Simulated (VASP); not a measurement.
# Zn (Im-3m) in VASP: notebook

The runs below take Zn through single point, with PBEsol+D3(BJ).

Everything below comes from runs of VASP 6.6.1. Logs are shortened: lines on timing, memory, paths and dates and some standing lists are left out, and cuts for length are marked.

### 1 The cell of the first run

The structure is cubic, space group Im-3m (No. 229). The conventional cell has a = 3.108 Å, b = 3.108 Å, c = 3.108 Å, α = 90.00°, β = 90.00°, γ = 90.00°. Zn (site symmetry m-3m) has 14 Zn at 2.69 to 3.11 Å within 3.5 Å.

### 2 Single point, PBEsol+D3(BJ)

INCAR

```
SYSTEM = Zn
  ALGO = Normal
  EDIFF = 1E-6
  ENCUT = 520
  GGA = PS
  ISIF = 2
  ISMEAR = 1
  IVDW = 12
  LASPH = .True.
  LCHARG = .False.
  LREAL = .False.
  LWAVE = .False.
  NBANDS = 12
  NELM = 60
  PREC = Accurate
  SIGMA = 0.05
```

KPOINTS

```
k-points
0
Gamma
  8 8 8
  0 0 0
```

POSCAR

```
Zn
1.0
   -1.5542422979      1.5542422979      1.5542422979
    1.5542422979     -1.5542422979      1.5542422979
    1.5542422979      1.5542422979     -1.5542422979
Zn
1
Direct
    0.0120688640     -0.0011977141      0.0053181697
```

Potentials or basis: VASP PAW PBE potentials, release 64 (Zn).

Started as:

```
cat potpaw_PBE.64/Zn/POTCAR > POTCAR
mpirun -np 1 vasp_std > vasp.out
```

OUTCAR:

```text
SYSTEM = Zn
   EDIFF = 1E-6
   ENCUT = 520
   GGA = PS
   ISIF = 2
   ISMEAR = 1
   IVDW = 12
   LASPH = .True.
   LREAL = .False.
   NELM = 60
   PREC = Accurate
 IVDW          = 12

 ion  position               nearest neighbor table
   1  0.012  0.999  0.005-

  LATTYP: Found a body centered cubic cell.
 ALAT       =     3.1084845958

  Lattice vectors:

 A1 = (  -1.5542422979,   1.5542422979,   1.5542422979)
 A2 = (   1.5542422979,  -1.5542422979,   1.5542422979)
 A3 = (   1.5542422979,   1.5542422979,  -1.5542422979)

Analysis of symmetry for initial positions (statically):
=====================================================================
 Subroutine PRICEL returns:
 Original cell was already a primitive cell.

 Routine SETGRP: Setting up the symmetry group for a
 body centered cubic supercell.

 Subroutine GETGRP returns: Found 48 space group operations
 (whereof  1 operations were pure point group operations)
 out of a pool of 48 trial point group operations.

The static configuration has the point symmetry C_1 .
 The point group associated with its full space group is O_h .

Analysis of symmetry for dynamics (positions and initial velocities):
=====================================================================
 Subroutine PRICEL returns:
 Original cell was already a primitive cell.

 Routine SETGRP: Setting up the symmetry group for a
 body centered cubic supercell.

 Subroutine GETGRP returns: Found 48 space group operations
 (whereof  1 operations were pure point group operations)
 out of a pool of 48 trial point group operations.

The dynamic configuration has the point symmetry C_1 .
 The point group associated with its full space group is O_h .

 Subroutine INISYM returns: Found 48 space group operations
 (whereof  1 operations are pure point group operations),
 and found     1 'primitive' translations

----------------------------------------------------------------------------------------

                                     Primitive cell

  volume of cell :      15.0181

  direct lattice vectors                    reciprocal lattice vectors
    -1.554242298  1.554242298  1.554242298     0.000000000  0.321700163  0.321700163
     1.554242298 -1.554242298  1.554242298     0.321700163  0.000000000  0.321700163
     1.554242298  1.554242298 -1.554242298     0.321700163  0.321700163  0.000000000

  length of vectors
     2.692026627  2.692026627  2.692026627     0.454952733  0.454952733  0.454952733
[... 86 lines left out ...]
   ISYM   =      2    0-nonsym 1-usesym 2-fastsym
   POTIM  = 0.5000    time-step for ionic-motion
   TEBEG  =    0.0;   TEEND  =   0.0 temperature during run
   PSTRESS=    0.0 pullay stress
   NELECT =      12.0000    total number of electrons
   NUPDOWN=      -1.0000    fix difference up-down
   EMIN   =  10.00;   EMAX   =-10.00  energy-range for DOS
   EFERMI =   0.00;   METHOD = LEGACY
   ISMEAR =     1;   SIGMA  =   0.05  broadening in eV -4-tet -1-fermi 0-gaus
   EFERMI_NEDOS =   21; number of points for ismear=-14 and -15
   IALGO  =     38    algorithm
   IMIX   =      4    mixing-type and parameters
     AMIX     =   0.40;   BMIX     =  1.00
     AMIX_MAG =   1.60;   BMIX_MAG =  1.00
  volume/ion in A,a.u.               =      15.02       101.35
  Fermi-wavevector in a.u.,A,eV,Ry     =   1.519136  2.870750 31.399155  2.307773
  Thomas-Fermi vector in A             =   2.628162
   LORBIT       =      0    0 simple, 1 ext, 2 COOP (PROOUT), +10 PAW based schemes
   GGA     = PS    functional components
   LHFCALC =     F    Hartree Fock is set to
   AEXX    =    0.0000 exact exchange contribution
   IVDW    =    12    specifies the selected vdW correction
   LEPSILON=     F    determine dielectric tensor
   LRPA    =     F    only Hartree local field effects (RPA)
 non-spin polarized calculation
 Methfessel and Paxton  Order N= 1 SIGMA  =   0.05
  energy-cutoff  :      520.00
  volume of cell :       15.02
 maximum number of plane-waves:       420
   NGX =  9   NGY =  9   NGZ =  9

 number of electron      11.9999997 magnetization

 Free energy of the ion-electron system (eV)
  ---------------------------------------------------
  ext. energy  EPLUGINS =         0.00000000
  ---------------------------------------------------
  free energy    TOTEN  =        -1.47504662 eV

  energy without entropy =       -1.47482153  energy(sigma->0) =       -1.47497159

 E-fermi :   2.9092     XC(G=0): -11.7820

 val. band max:        2.8250913663   @ k =   0.3750   0.1250   0.1250
 cond. band min:       2.9153390450   @ k =   0.5000   0.5000   0.2500
 fundamental gap:      0.0902476787
 Fermi energy:         2.9092242428

 k-point     1 :       0.0000    0.0000    0.0000
  band No.  band energies     occupation
      1      -7.4638      2.00000
      2      -4.6962      2.00000
      3      -4.6962      2.00000
      4      -4.6962      2.00000
      5      -4.1687      2.00000
      6      -4.1687      2.00000
      7      22.5183      0.00000
      8      22.5183      0.00000
      9      22.5183      0.00000
     10      24.0924      0.00000
     11      24.0924      0.00000
     12      24.0925      0.00000
[... 331 lines left out ...]
 k-point    24 :      -0.3750    0.3750    0.2500
  band No.  band energies     occupation
      1      -4.9672      2.00000
      2      -4.8369      2.00000
      3      -4.4842      2.00000
      4      -4.3247      2.00000
      5      -4.0132      2.00000
      6      -0.3152      2.00000
      7       7.6567      0.00000
      8      10.4271      0.00000
      9      13.1889      0.00000
     10      15.9869      0.00000
     11      23.5443      0.00000
     12      26.9776      0.00000

 [... further k-points ...]

------------------------ aborting loop because EDIFF is reached ----------------------------------------

 Edisp (eV)   -0.36380

 E8    (eV) :    -0.2350

  FORCE on cell =-STRESS in cart. coord.  units (eV):
  Direction    XX          YY          ZZ          XY          YZ          ZX
  --------------------------------------------------------------------------------------
  -------------------------------------------------------------------------------------
  Total      -0.73629    -0.73629    -0.73629     0.00000     0.00000    -0.00000
  in kB     -78.54906   -78.54906   -78.54906     0.00000     0.00000    -0.00000
  external pressure =      -78.55 kB  Pullay stress =        0.00 kB

 VOLUME and BASIS-vectors are now :
 -----------------------------------------------------------------------------
  energy-cutoff  :      520.00
  volume of cell :       15.02
      direct lattice vectors                 reciprocal lattice vectors
    -1.554242298  1.554242298  1.554242298     0.000000000  0.321700163  0.321700163
     1.554242298 -1.554242298  1.554242298     0.321700163  0.000000000  0.321700163
     1.554242298  1.554242298 -1.554242298     0.321700163  0.321700163  0.000000000

 POSITION                                       TOTAL-FORCE (eV/Angst)
 -----------------------------------------------------------------------------------
      1.54189     -1.52536      1.56287        -0.000000      0.000000      0.000000
 -----------------------------------------------------------------------------------
    total drift:                                0.000021     -0.000010     -0.000016

  FREE ENERGIE OF THE ION-ELECTRON SYSTEM (eV)
  ---------------------------------------------------
  free  energy   TOTEN  =        -1.8388504257 eV

  energy  without entropy=       -1.8386253352  energy(sigma->0) =       -1.83877540
```

OSZICAR:

```text
N       E                     dE             d eps       ncg     rms          rms(c)
DAV:   1     0.397122927955E+02    0.39712E+02   -0.65923E+03   724   0.154E+03
DAV:   2    -0.469869053197E+00   -0.40182E+02   -0.37659E+02   708   0.208E+02
DAV:   3    -0.161633857672E+01   -0.11465E+01   -0.11441E+01   796   0.358E+01
DAV:   4    -0.161842406696E+01   -0.20855E-02   -0.20854E-02   816   0.149E+00
DAV:   5    -0.161842549854E+01   -0.14316E-05   -0.14311E-05   764   0.380E-02    0.298E+00
DAV:   6    -0.148594113550E+01    0.13248E+00   -0.74103E-01   784   0.174E+01    0.226E+00
DAV:   7    -0.147835399672E+01    0.75871E-02   -0.16562E-02   816   0.255E+00    0.115E+00
DAV:   8    -0.147506761355E+01    0.32864E-02   -0.11161E-03   900   0.462E-01    0.354E-02
DAV:   9    -0.147505232564E+01    0.15288E-04   -0.23167E-04   988   0.278E-01    0.305E-02
DAV:  10    -0.147504676664E+01    0.55590E-05   -0.31267E-05   744   0.102E-01    0.214E-03
DAV:  11    -0.147504662397E+01    0.14267E-06   -0.44475E-07   468   0.107E-02
   1 F= -.18388504E+01 E0= -.18387754E+01  d E =-.225091E-03
```

Run time: 2.5 s. Hardware: 1 thread of AMD EPYC 9R45 (Zen 5), shared host; peak memory 0.1 GiB.

What came out:

* Free energy: -1.8389 eV
* Pressure: -7.9 GPa
* Band gap on the k mesh: zero (band 6 reaches 7.33 eV, above the bottom of band 7 at 2.17 eV)
* Dispersion energy per atom: -0.364 eV

Levels at points of the mesh, in eV from the Fermi level:
| k point | band 3 | band 4 | band 5 | band 6 | band 7 | band 8 | band 9 | band 10 |
| --- | --- | --- | --- | --- | --- | --- | --- | --- |
| (0.00, 0.00, 0.00) | -7.61 | -7.61 | -7.08 | -7.08 | 19.61 | 19.61 | 19.61 | 21.18 |
| (0.50, 0.00, 0.00) | -7.11 | -7.04 | -6.73 | -2.57 | -0.74 | 11.69 | 13.05 | 15.70 |
| (0.50, 0.50, 0.50) | -6.81 | -6.81 | -6.81 | 4.42 | 4.42 | 4.42 | 7.97 | 8.86 |

Caveat: the PAW data sets were made with another functional, which shifts forces and pressure a little; pairwise dispersion overbinds metals, which lowers pressure and volume.

### 3 Single point, PBEsol+D3(BJ)

This run uses another cell than the first one, of 14.26 Å³/atom, 0.950 times its volume.

INCAR

```
ALGO = Normal
EDIFF = 1E-7
ENCUT = 520
GGA = PS
ISIF = 2
ISMEAR = 1
IVDW = 12
LASPH = T
LCHARG = T
LELF = T
LREAL = F
LVHAR = T
LWAVE = F
NBANDS = 12
NELM = 80
PREC = Accurate
SIGMA = 0.05
```

KPOINTS

```
k-points
0
Gamma
  8 8 8
```

POSCAR

```
Zn
1.0
   -1.5277806284      1.5277806284      1.5277806284
    1.5277806284     -1.5277806284      1.5277806284
    1.5277806284      1.5277806284     -1.5277806284
Zn
1
Direct
    0.0120688640     -0.0011977141      0.0053181697
```

Potentials or basis: VASP PAW PBE potentials, release 64 (Zn).

Started as:

```
cat potpaw_PBE.64/Zn/POTCAR > POTCAR
mpirun -np 1 vasp_std > vasp.out
```

Wall time 2.7 s (1 thread of AMD EPYC 9R45 (Zen 5), shared host); peak memory 0.1 GiB.

Results (log left out):

```
Free energy                : -1.8702 eV
Pressure                   : -5.3 GPa
Band gap on the k mesh     : zero (band 6 reaches 7.80 eV, above the bottom of band 7 at 2.65 eV)
Dispersion energy per atom : -0.383 eV
```

Levels at points of the mesh, in eV from the Fermi level:
```tsv
k point	band 4	band 5	band 6	band 7	band 8	band 9
(0.00, 0.00, 0.00)	-7.79	-7.21	-7.21	20.49	20.49	20.49
(0.50, 0.00, 0.00)	-7.17	-6.83	-2.80	-0.66	12.12	13.41
(0.50, 0.50, 0.50)	-6.92	-6.92	4.50	4.50	4.50	8.60
```

Caveat: the k points lie up to 0.36 Å⁻¹ apart; the PAW data sets were made with another functional, which shifts forces and pressure a little; pairwise dispersion overbinds metals, which lowers pressure and volume.

### 4 Single point, PBEsol+D3(BJ)

This run uses another cell than the first one, of 13.34 Å³/atom, 0.888 times its volume.

INCAR

```
  PREC = Accurate
  ENCUT = 520
  EDIFF = 1E-7
  ISMEAR = 1
  SIGMA = 0.05
  LREAL = False
  LASPH = True
  NELM = 100
  ALGO = Normal
  ISIF = 2
  LWAVE = False
  LCHARG = False
  GGA = PS
  IVDW = 12
  NBANDS = 12
```

KPOINTS

```
regular mesh
0
Gamma
  8 8 8
```

POSCAR

```
Zn
1.0
   -1.4940993638      1.4940993638      1.4940993638
    1.4940993638     -1.4940993638      1.4940993638
    1.4940993638      1.4940993638     -1.4940993638
Zn
1
Direct
    0.0120688640     -0.0011977141      0.0053181697
```

Potentials or basis: VASP PAW PBE potentials, release 64 (Zn).

Started as:

```
cat potpaw_PBE.64/Zn/POTCAR > POTCAR
mpirun -np 1 vasp_std > vasp.out
```

OUTCAR:

```text
PREC = Accurate
   ENCUT = 520
   EDIFF = 1E-7
   ISMEAR = 1
   LREAL = False
   LASPH = True
   NELM = 100
   ISIF = 2
   GGA = PS
   IVDW = 12
 IVDW          = 12

 ion  position               nearest neighbor table
   1  0.012  0.999  0.005-

  LATTYP: Found a body centered cubic cell.
 ALAT       =     2.9881987276

  Lattice vectors:

 A1 = (  -1.4940993638,   1.4940993638,   1.4940993638)
 A2 = (   1.4940993638,  -1.4940993638,   1.4940993638)
 A3 = (   1.4940993638,   1.4940993638,  -1.4940993638)

Analysis of symmetry for initial positions (statically):
=====================================================================
 Subroutine PRICEL returns:
 Original cell was already a primitive cell.

 Routine SETGRP: Setting up the symmetry group for a
 body centered cubic supercell.

 Subroutine GETGRP returns: Found 48 space group operations
 (whereof  1 operations were pure point group operations)
 out of a pool of 48 trial point group operations.

The static configuration has the point symmetry C_1 .
 The point group associated with its full space group is O_h .
[... 168 lines left out ...]
  band No.  band energies     occupation
      1      -7.5671      2.00000
      2      -4.1663      2.00000
      3      -4.1663      2.00000
      4      -4.1663      2.00000
      5      -3.5172      2.00000
      6      -3.5172      2.00000
      7      25.5393      0.00000
      8      25.5393      0.00000
      9      25.5393      0.00000
     10      26.0798      0.00000
     11      26.0798      0.00000
     12      26.0798      0.00000
[... 331 lines left out ...]
 k-point    24 :      -0.3750    0.3750    0.2500
  band No.  band energies     occupation
      1      -4.5536      2.00000
      2      -4.3871      2.00000
      3      -3.9152      2.00000
      4      -3.7187      2.00000
      5      -3.3258      2.00000
      6       0.3460      2.00000
      7       8.9748      0.00000
      8      11.9134      0.00000
      9      14.9853      0.00000
     10      17.9223      0.00000
     11      26.1188      0.00000
     12      29.6867      0.00000

 [... further k-points ...]

------------------------ aborting loop because EDIFF is reached ----------------------------------------

 Edisp (eV)   -0.41041

 E8    (eV) :    -0.2651

  FORCE on cell =-STRESS in cart. coord.  units (eV):
  Direction    XX          YY          ZZ          XY          YZ          ZX
  --------------------------------------------------------------------------------------
  -------------------------------------------------------------------------------------
  Total       0.10071     0.10071     0.10071    -0.00000     0.00000    -0.00000
  in kB      12.09445    12.09445    12.09445    -0.00000     0.00000    -0.00000
  external pressure =       12.09 kB  Pullay stress =        0.00 kB

 VOLUME and BASIS-vectors are now :
 -----------------------------------------------------------------------------
  energy-cutoff  :      520.00
  volume of cell :       13.34
      direct lattice vectors                 reciprocal lattice vectors
    -1.494099364  1.494099364  1.494099364     0.000000000  0.334649764  0.334649764
     1.494099364 -1.494099364  1.494099364     0.334649764  0.000000000  0.334649764
     1.494099364  1.494099364 -1.494099364     0.334649764  0.334649764  0.000000000

 POSITION                                       TOTAL-FORCE (eV/Angst)
 -----------------------------------------------------------------------------------
      1.48222     -1.46633      1.50240         0.000000      0.000000      0.000000
 -----------------------------------------------------------------------------------
    total drift:                                0.000008      0.000103     -0.000024

  FREE ENERGIE OF THE ION-ELECTRON SYSTEM (eV)
  ---------------------------------------------------
  free  energy   TOTEN  =        -1.8831329649 eV

  energy  without entropy=       -1.8828120274  energy(sigma->0) =       -1.88302599
```

stdout:

```text
POSCAR found type information on POSCAR Zn
 POSCAR found :  1 types and       1 ions
 scaLAPACK will be used
 -----------------------------------------------------------------------------
|                                                                             |
|                                                                             |
|     You enforced a specific xc type in the INCAR file but a different       |
|     I HOPE YOU KNOW WHAT YOU ARE DOING!                                     |
|                                                                             |
 -----------------------------------------------------------------------------

 LDA part: xc-table for (Slater+PW92), standard interpolation
 POSCAR, INCAR and KPOINTS ok, starting setup
 FFT: planning ... GRIDC
 FFT: planning ... GRID_SOFT
 FFT: planning ... GRID
 WAVECAR not read
 entering main loop
```

It took 2.5 s on 1 thread of AMD EPYC 9R45 (Zen 5), shared host; peak memory 0.1 GiB.

Results:

```
Free energy                : -1.8831 eV
Pressure                   : 1.2 GPa
Band gap on the k mesh     : zero (band 6 reaches 8.46 eV, above the bottom of band 7 at 3.32 eV)
Dispersion energy per atom : -0.410 eV
```

Caveat: the k points lie up to 0.37 Å⁻¹ apart; the PAW data sets were made with another functional, which shifts forces and pressure a little; pairwise dispersion overbinds metals, which lowers pressure and volume.

(Continued in part 2 of 2.)
